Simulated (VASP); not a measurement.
Input of a VASP 6.6.1 run:

File INCAR:

```
ALGO = Normal ; EDIFF = 1E-6
ENCUT = 520 ; GGA = PE
ISIF = 2 ; ISMEAR = 0
ISPIN = 2 ; LASPH = T
LCHARG = T ; LELF = T
LORBIT = 11 ; LREAL = Auto
LUSENCCL = F ; LVHAR = T
LWAVE = F ; MAGMOM = 0 0.077 0 0 0 0.077 0 0.077 0 0 0 0 0 0 0.077 0 0.077 0.077 0 0.077 0 0 0 0.077 0 0.077 0 0.077 0.077 0 0 0.077 0 0 0 0 0.077
NBANDS = 102 ; NELM = 150
PREC = Accurate ; SIGMA = 0.02
```

The input KPOINTS:

```
Automatic mesh
0
Gamma
  2 2 2
  0.5 0.5 0.5
```

The input POSCAR:

```
Si36N
1.0
   -5.7769209609      3.3353068718     -6.3650226989
    5.7769209608      3.3353068719     -6.3650226989
    0.0000000001     -6.6706137437     -6.3650226989
Si N
36 1
Direct
    0.4229141305      0.0953881533      0.4229334755
    0.7587249166      0.0901920571      0.0900440794
    0.0894880661      0.4266611064      0.4177860319
    0.7537536351      0.7621500084      0.4153385738
    0.4178642328      0.4267150635      0.0894341516
    0.0900193624      0.0902092305      0.7587076198
    0.7523676403      0.4243980259      0.7523431110
    0.1040489777      0.7852634318      0.1040207879
    0.4153365047      0.7622347527      0.7537164131
    0.0337978888      0.0461096389      0.3758118557
    0.3758286490      0.0461320813      0.0338080737
    0.6978100251      0.3719936518      0.3644853218
    0.3667000351      0.7070858131      0.3667384872
    0.0312334063      0.3658333236      0.0312422124
    0.6996227797      0.0361802394      0.6996155149
    0.3644941692      0.3720216792      0.6978163011
    0.6825664097      0.7002116010      0.0272322304
    0.0272333906      0.7001804658      0.6825869362
    0.2978979267      0.9722921178      0.2978926207
    0.6367966557      0.9656113996      0.9644329586
    0.9624509283      0.3055336814      0.2955381113
    0.6291756363      0.6359186355      0.2925921631
    0.2955743515      0.3055744508      0.9624448611
    0.9644290446      0.9655881758      0.6367605151
    0.6284250543      0.2996928868      0.6284363004
    0.9417082429      0.6218185326      0.9417282678
    0.2925894645      0.6359460551      0.6291718348
    0.9091850242      0.9253201412      0.2546137441
    0.2546050910      0.9253590878      0.9091773747
    0.5751816485      0.2466352326      0.2384504663
    0.2442198864      0.5811237282      0.2442097559
    0.9064680834      0.2439209222      0.9064614475
    0.5745480089      0.9116536738      0.5745544632
    0.2384269755      0.2466384638      0.5751867766
    0.5643481242      0.5767557133      0.9020444214
    0.9021055521      0.5766920522      0.5643115165
    0.9929051589      0.7631336579      0.9930607211
```

Potentials or basis: VASP PAW PBE potentials, release 64 (Si, N).

Command:

```console
$ cat potpaw_PBE.64/Si/POTCAR potpaw_PBE.64/N/POTCAR > POTCAR
$ mpirun -np 1 vasp_std > vasp.out
```

Task: Estimate the largest force.

Result: 0.024 eV/Å.

Task: What does it give for the pressure?

Result: 1.5 GPa.

Stress tensor (GPa, compression positive):
```
0.60 0.15 0.00
0.15 0.42 0.00
0.00 0.00 3.38
```

Caveat: the cell differs from its parent crystal (with an interstitial atom, then relaxed in part).
